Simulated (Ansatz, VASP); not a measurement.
One calculation of BiTe, two programs

```
CELL_PARAMETERS angstrom
0.00000 3.23500 3.23500
3.23500 0.00000 3.23500
3.23500 3.23500 0.00000
ATOMIC_POSITIONS crystal
Bi 0.00000 0.00000 0.00000
Te 0.50000 0.50000 0.50000
```

Alike in both runs: functional r2SCAN; k mesh 5 × 5 × 5; occupations fermi-dirac, width 0.05 eV; non-collinear spin, spin-orbit coupling.

```csv
,VASP,Ansatz
version,VASP 6.6.1,Ansatz 0.2.0
potentials or method,"VASP PAW PBE potentials, release 64 (Bi_d, Te)",Ansatz PAW
plane-wave cutoff (eV),520,500
valence electrons in the cell,21,31
task,single point,band structure
```

```tsv
	VASP	Ansatz	Ansatz less VASP
pressure (GPa)	1.8	2.0	+0.19
net moment per atom (μB)	0.00	0.00	0.000
```

VASP's potentials were made for PBE, not for r2SCAN. VASP's potentials hold 21 valence electrons a cell and Ansatz's 31, so a difference there can come from the potentials and not from the codes.
